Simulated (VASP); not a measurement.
# Si8N (P4/mmm) in VASP: further runs, part 2 of 2

VASP 6.6.1.

### 3 Single point, PBE

This run uses another cell than the first one, of 16.24 Å³/atom.

Contents of INCAR:

```
PREC = Accurate
ENCUT = 520
EDIFF = 1E-6
ISMEAR = 0
SIGMA = 0.1
LREAL = False
LASPH = True
NELM = 100
ALGO = Normal
ISIF = 2
LWAVE = False
LCHARG = False
GGA = PE
NBANDS = 28
```

Contents of KPOINTS:

```
regular mesh
0
Gamma
  4 4 4
```

Contents of POSCAR:

```
Si8N
1.0
    6.2537081403      0.0000000000      0.0000000000
    0.0000000000      6.2537081403      0.0000000000
    0.0000000000      0.0000000000      3.7383192115
Si N
8 1
Direct
    0.2001690974      0.5000000000      0.5000000000
    0.7998309026      0.5000000000      0.5000000000
    0.5000000000      0.2001690974      0.5000000000
    0.5000000000      0.7998309026      0.5000000000
    0.7038043304      0.0000000000      0.0000000000
    0.2961956696      0.0000000000      0.0000000000
    0.0000000000      0.7038043304      0.0000000000
    0.0000000000      0.2961956696      0.0000000000
    0.5000000000      0.5000000000      0.5000000000
```

Potentials or basis: VASP PAW PBE potentials, release 64 (Si, N).

Command:

```console
$ cat potpaw_PBE.64/Si/POTCAR potpaw_PBE.64/N/POTCAR > POTCAR
$ mpirun -np 1 vasp_std > vasp.out
```

OUTCAR:

```text
PREC = Accurate
   ENCUT = 520
   EDIFF = 1E-6
   ISMEAR = 0
   LREAL = False
   LASPH = True
   NELM = 100
   ISIF = 2
   GGA = PE

 ion  position               nearest neighbor table
   1  0.200  0.500  0.500-   9 1.88   2 2.50   8 2.59   7 2.59   7 2.59   8 2.59   4 2.65   3 2.65

   2  0.800  0.500  0.500-   9 1.88   1 2.50   8 2.59   7 2.59   7 2.59   8 2.59   4 2.65   3 2.65

   3  0.500  0.200  0.500-   9 1.88   4 2.50   6 2.59   5 2.59   5 2.59   6 2.59   1 2.65   2 2.65

   4  0.500  0.800  0.500-   9 1.88   3 2.50   6 2.59   5 2.59   5 2.59   6 2.59   1 2.65   2 2.65

   5  0.704  0.000  0.000-   6 2.55   4 2.59   3 2.59   3 2.59   4 2.59   7 2.62   8 2.62
   6  0.296  0.000  0.000-   5 2.55   4 2.59   3 2.59   3 2.59   4 2.59   7 2.62   8 2.62
   7  0.000  0.704  0.000-   8 2.55   2 2.59   1 2.59   1 2.59   2 2.59   6 2.62   5 2.62
   8  0.000  0.296  0.000-   7 2.55   2 2.59   1 2.59   1 2.59   2 2.59   6 2.62   5 2.62
   9  0.500  0.500  0.500-   1 1.88   2 1.88   3 1.88   4 1.88

  LATTYP: Found a simple tetragonal cell.
 ALAT       =     6.2537081403
 C/A-ratio  =     0.5977764116

[... 195 lines left out ...]
 k-point     1 :       0.0000    0.0000    0.0000
  band No.  band energies     occupation
      1     -10.1600      2.00000
      2      -4.9827      2.00000
      3      -3.9261      2.00000
      4      -2.7009      2.00000
      5      -2.7009      2.00000
      6       0.3808      2.00000
[... 547 lines left out ...]
     27      11.5897      0.00000
     28      12.5530      0.00000

------------------------ aborting loop because EDIFF is reached ----------------------------------------

  FORCE on cell =-STRESS in cart. coord.  units (eV):
  Direction    XX          YY          ZZ          XY          YZ          ZX
  --------------------------------------------------------------------------------------
  -------------------------------------------------------------------------------------
  Total        0.0938045      0.0938045      0.0845523      0.0000000     -0.0000000      0.0000000
  in kB        1.0279748      1.0279748      0.9265827      0.0000000     -0.0000000      0.0000000
  external PRESSURE =       0.9941775 kB  Pullay stress =       0.0000000 kB

 VOLUME and BASIS-vectors are now :
 -----------------------------------------------------------------------------
  energy-cutoff  :      520.00
  volume of cell :      146.20
      direct lattice vectors                 reciprocal lattice vectors
     6.253708140  0.000000000  0.000000000     0.159905128  0.000000000  0.000000000
     0.000000000  6.253708140  0.000000000     0.000000000  0.159905128  0.000000000
     0.000000000  0.000000000  3.738319211     0.000000000  0.000000000  0.267499896

 POSITION                                       TOTAL-FORCE (eV/Angst)
 -----------------------------------------------------------------------------------
      1.25180      3.12685      1.86916         0.005592     -0.000000     -0.000000
      5.00191      3.12685      1.86916        -0.005592     -0.000000      0.000000
      3.12685      1.25180      1.86916        -0.000000      0.005592     -0.000000
      3.12685      5.00191      1.86916         0.000000     -0.005592     -0.000000
      4.40139      0.00000      0.00000         0.009656      0.000000      0.000000
      1.85232      0.00000      0.00000        -0.009656     -0.000000      0.000000
      0.00000      4.40139      0.00000        -0.000000      0.009656      0.000000
      0.00000      1.85232      0.00000        -0.000000     -0.009656     -0.000000
      3.12685      3.12685      1.86916         0.000000      0.000000      0.000000
 -----------------------------------------------------------------------------------
    total drift:                                0.000000     -0.000000     -0.000000

  FREE ENERGIE OF THE ION-ELECTRON SYSTEM (eV)
  ---------------------------------------------------
  free  energy   TOTEN  =       -46.7798912264 eV

  energy  without entropy=      -46.7551781367  energy(sigma->0) =      -46.76753468
```

OSZICAR:

```text
N       E                     dE             d eps       ncg     rms          rms(c)
DAV:   1     0.100516721644E+03    0.10052E+03   -0.15006E+04  1008   0.111E+03
DAV:   2    -0.380643953768E+02   -0.13858E+03   -0.13263E+03  1240   0.178E+02
DAV:   3    -0.486048422335E+02   -0.10540E+02   -0.10340E+02  1324   0.455E+01
DAV:   4    -0.488281806964E+02   -0.22334E+00   -0.22255E+00  1260   0.762E+00
DAV:   5    -0.488318507784E+02   -0.36701E-02   -0.36695E-02  1232   0.100E+00    0.115E+01
DAV:   6    -0.468609901238E+02    0.19709E+01   -0.80901E+00  1288   0.156E+01    0.635E+00
DAV:   7    -0.468029812930E+02    0.58009E-01   -0.15511E+00  1080   0.653E+00    0.320E+00
DAV:   8    -0.467942021990E+02    0.87791E-02   -0.37208E-01  1256   0.286E+00    0.922E-01
DAV:   9    -0.467788026581E+02    0.15400E-01   -0.98656E-02  1312   0.193E+00    0.288E-01
DAV:  10    -0.467799511321E+02   -0.11485E-02   -0.18824E-02  1116   0.671E-01    0.220E-01
DAV:  11    -0.467799248288E+02    0.26303E-04   -0.53515E-03  1220   0.359E-01    0.744E-02
DAV:  12    -0.467799004317E+02    0.24397E-04   -0.56373E-04  1152   0.146E-01    0.415E-02
DAV:  13    -0.467798909162E+02    0.95155E-05   -0.91092E-05  1248   0.429E-02    0.182E-02
DAV:  14    -0.467798906871E+02    0.22910E-06   -0.18490E-05  1284   0.212E-02    0.463E-03
DAV:  15    -0.467798912264E+02   -0.53930E-06   -0.31795E-06  1068   0.889E-03
   1 F= -.46779891E+02 E0= -.46767535E+02  d E =-.247131E-01
```

stdout:

```text
POSCAR found type information on POSCAR SiN
 POSCAR found :  2 types and       9 ions
 scaLAPACK will be used
 LDA part: xc-table for (Slater+PW92), standard interpolation
 POSCAR, INCAR and KPOINTS ok, starting setup
 FFT: planning ... GRIDC
 FFT: planning ... GRID_SOFT
 FFT: planning ... GRID
 WAVECAR not read
 entering main loop
```

Run time: 62 s. Hardware: 1 thread of Intel Xeon Platinum 8259CL at 2.50GHz (Skylake/Cascade Lake), shared host; peak memory 0.26 GiB.

What came out:

```yaml
Free_energy: -46.7799 eV
Pressure: 0.1 GPa
Largest_force: 0.010 eV/Å
Band_gap_on_the_k_mesh: zero (an odd number of electrons rules out a gap without spin polarisation)
```

Forces on the atoms (eV/Å):
```
Si   0.006  0.000  0.000
Si  -0.006  0.000  0.000
Si   0.000  0.006  0.000
Si   0.000 -0.006  0.000
Si   0.010  0.000  0.000
Si  -0.010  0.000  0.000
Si   0.000  0.010  0.000
Si   0.000 -0.010  0.000
N    0.000  0.000  0.000
```

Caveat: the k points lie up to 0.42 Å⁻¹ apart, too coarse for converged energies and pressures of a metal; an odd number of electrons without spin polarisation forces a metal; a magnetic or distorted state may lie lower.

### 4 Single point, PBE

This run uses another cell than the first one, of 15.38 Å³/atom.

Contents of INCAR:

```
PREC     = Accurate       # precision mode
ENCUT    = 520            # plane-wave cutoff, eV
EDIFF    = 1E-6           # SCF threshold, eV
ISMEAR   = 0              # smearing method
SIGMA    = 0.1            # smearing width, eV
LREAL    = False          # projectors in reciprocal space
LASPH    = True           # aspherical terms in the spheres
NELM     = 60             # most SCF steps
ALGO     = Normal         # electronic algorithm
ISIF     = 2              # what is computed and relaxed
LWAVE    = False          # write WAVECAR
LCHARG   = False          # write CHGCAR
GGA      = PE             # functional
NBANDS   = 28             # bands
```

Contents of KPOINTS:

```
Automatic mesh
0
Gamma
  4 4 6
```

Contents of POSCAR:

```
Si8N
1.0
    6.4187944545      0.0000000000      0.0000000000
    0.0000000000      6.4187944545      0.0000000000
    0.0000000000      0.0000000000      3.3599279634
Si N
8 1
Direct
    0.2026970976      0.5000000000      0.5000000000
    0.7973029024      0.5000000000      0.5000000000
    0.5000000000      0.2026970976      0.5000000000
    0.5000000000      0.7973029024      0.5000000000
    0.7261198312      0.0000000000      0.0000000000
    0.2738801688      0.0000000000      0.0000000000
    0.0000000000      0.7261198312      0.0000000000
    0.0000000000      0.2738801688      0.0000000000
    0.5000000000      0.5000000000      0.5000000000
```

Command:

```console
$ cat potpaw_PBE.64/Si/POTCAR potpaw_PBE.64/N/POTCAR > POTCAR
$ mpirun -np 1 vasp_std > vasp.out
```

It took 73 s on 1 thread of Intel Xeon Platinum 8259CL at 2.50GHz (Skylake/Cascade Lake), shared host; peak memory 0.26 GiB.

Results (log left out):

```
Free energy            : -46.9799 eV
Pressure               : 0.0 GPa
Largest force          : 0.012 eV/Å
Band gap on the k mesh : zero (an odd number of electrons rules out a gap without spin polarisation)
```

Forces in eV/Å, atoms in the order of the input:
```
Si  -0.012  0.000  0.000
Si   0.012  0.000  0.000
Si   0.000 -0.012  0.000
Si   0.000  0.012  0.000
Si  -0.003  0.000  0.000
Si   0.003  0.000  0.000
Si   0.000 -0.003  0.000
Si   0.000  0.003  0.000
N    0.000  0.000  0.000
```

Levels at points of the mesh, in eV from the Fermi level:
```tsv
k point	band 16	band 17	band 18	band 19	band 20	band 21
(0.00, 0.00, 0.00)	0.16	0.16	0.30	0.77	1.70	1.73
(0.50, 0.00, 0.00)	-0.85	-0.44	-0.30	1.15	1.42	1.83
(0.50, 0.50, 0.00)	-0.39	-0.39	0.48	0.86	1.54	1.54
(0.00, 0.00, 0.50)	-2.82	-2.82	-1.56	-1.56	-1.45	0.31
(0.50, 0.00, 0.50)	-2.14	-1.98	-0.87	0.14	0.22	0.81
(0.50, 0.50, 0.50)	-2.95	-2.53	-2.12	-0.91	-0.36	-0.36
```

Caveat: an odd number of electrons without spin polarisation forces a metal; a magnetic or distorted state may lie lower.

### 5 Relaxation of cell and atoms, PBE

Contents of INCAR:

```
PREC = Accurate
ENCUT = 600
EDIFF = 1E-6
ISMEAR = 0
SIGMA = 0.1
LREAL = False
LASPH = True
NELM = 80
ALGO = Normal
ISIF = 3
LWAVE = False
LCHARG = False
GGA = PE
IBRION = 2
NSW = 90
EDIFFG = -0.04
```

Contents of KPOINTS:

```
Automatic mesh
0
Gamma
  4 4 4
```

Contents of POSCAR:

```
Si8N
1.0
    4.4881162100      0.0000000000      0.0000000000
    0.0000000000      4.4881162100      0.0000000000
    0.0000000000      0.0000000000      5.4646210300
Si N
8 1
Direct
    0.2271686000      0.5000000000      0.5000000000
    0.7728314000      0.5000000000      0.5000000000
    0.5000000000      0.2271686000      0.5000000000
    0.5000000000      0.7728314000      0.5000000000
    0.7005356200      0.0000000000      0.0000000000
    0.2994643800      0.0000000000      0.0000000000
    0.0000000000      0.7005356200      0.0000000000
    0.0000000000      0.2994643800      0.0000000000
    0.5000000000      0.5000000000      0.5000000000
```

Command:

```console
$ cat potpaw_PBE.64/Si/POTCAR potpaw_PBE.64/N/POTCAR > POTCAR
$ mpirun -np 1 vasp_std > vasp.out
```

It took 16 min on 1 thread of Intel Xeon Platinum 8259CL at 2.50GHz (Skylake/Cascade Lake), shared host; peak memory 0.26 GiB.

It converged, with:

- Free energy: -46.5745 eV
- Relaxed volume: 16.02 Å³/atom
- Relaxed cell: a = 6.209 Å, b = 6.209 Å, c = 3.740 Å, α = 90.00°, β = 90.00°, γ = 90.00°
- Space group after relaxing (to 0.1 Å): P4/mmm (No. 123)
- Pressure after relaxing: 0.1 GPa
- Largest force after relaxing: 0.024 eV/Å
- Band gap on the k mesh: zero (an odd number of electrons rules out a gap without spin polarisation)

Forces on the atoms (eV/Å):
```
Si   0.024  0.000  0.000
Si  -0.024  0.000  0.000
Si   0.000  0.024  0.000
Si   0.000 -0.024  0.000
Si   0.009  0.000  0.000
Si  -0.009  0.000  0.000
Si   0.000  0.009  0.000
Si   0.000 -0.009  0.000
N    0.000  0.000  0.000
```

Stress tensor (GPa, compression positive):
```
 0.15  0.00  0.00
 0.00  0.15  0.00
 0.00  0.00 -0.07
```

Final structure:
```xyz
9
Lattice="6.2095 0.0000 0.0000 0.0000 6.2095 0.0000 0.0000 0.0000 3.7397" Properties=species:S:1:pos:R:3 pbc="T T T"
Si    4.9697    3.1047    1.8698
Si    1.2398    3.1047    1.8698
Si    3.1047    4.9697    1.8698
Si    3.1047    1.2398    1.8698
Si    4.3812    0.0000    0.0000
Si    1.8283    0.0000    3.7397
Si    0.0000    4.3812    0.0000
Si    0.0000    1.8283    0.0000
N     3.1047    3.1047    1.8698
```

Levels at points of the mesh, in eV from the Fermi level:
| k point | band 15 | band 16 | band 17 | band 18 | band 19 | band 20 | band 21 | band 22 |
| --- | --- | --- | --- | --- | --- | --- | --- | --- |
| (0.00, 0.00, 0.00) | -1.89 | -1.01 | -0.98 | 0.29 | 0.29 | 0.63 | 0.63 | 1.73 |
| (0.50, 0.00, 0.00) | -1.53 | -1.08 | -1.06 | -1.00 | 0.04 | 0.50 | 0.95 | 1.07 |
| (0.50, 0.50, 0.00) | -3.17 | -1.08 | -1.08 | -0.36 | 0.52 | 0.52 | 0.86 | 1.83 |
| (0.00, 0.00, 0.50) | -3.03 | -2.93 | -2.63 | -1.42 | -1.42 | -0.61 | 0.40 | 2.73 |
| (0.50, 0.00, 0.50) | -3.54 | -2.11 | -1.48 | -0.77 | 0.42 | 0.69 | 1.56 | 1.64 |
| (0.50, 0.50, 0.50) | -2.90 | -2.83 | -2.09 | -2.00 | -0.09 | -0.09 | -0.05 | 1.05 |

Caveat: the volume moved by over 15 % at a fixed basis, so the end points are rough; an odd number of electrons without spin polarisation forces a metal; a magnetic or distorted state may lie lower.

### 6 Summary

| task | cell | k mesh | cutoff (eV) | gap on the mesh (eV) | pressure (GPa) | largest force (eV/Å) |
| --- | --- | --- | --- | --- | --- | --- |
| single point | a = 4.488, b = 4.488, c = 5.465 Å, 9 atoms, atomic positions A | 4 × 4 × 4 | 520 | none | 231.3 | 61.10 |
| single point | a = 6.254, b = 6.254, c = 3.738 Å, 9 atoms, atomic positions B | 4 × 4 × 4 | 520 | none | 0.1 | 0.01 |
| single point | a = 6.419, b = 6.419, c = 3.360 Å, 9 atoms, atomic positions C | 4 × 4 × 6 | 520 | none | 0.0 | 0.01 |
| relaxation of cell and atoms | relaxed from a = 4.488, b = 4.488, c = 5.465 Å, 9 atoms, atomic positions A | 4 × 4 × 4 | 600 | none | 0.1 | 0.02 |

Alike in all rows: level PBE; potentials or basis VASP PAW PBE potentials, release 64 (Si, N); no spin polarisation; smearing gaussian 0.1 eV.

Caveats: some runs use coarse meshes; an odd number of electrons without spin polarisation forces a metal; a magnetic or distorted state may lie lower; atoms lie so close that the PAW spheres overlap strongly, which falsifies energies and pressures (at least some runs); the stress differs along the axes, from 3 to 346 GPa (at least some runs); the volume moved by over 15 % at a fixed basis, so the end points are rough (at least some runs).

Total energies depend on the potentials used, so only differences within one code and one set of settings carry meaning.
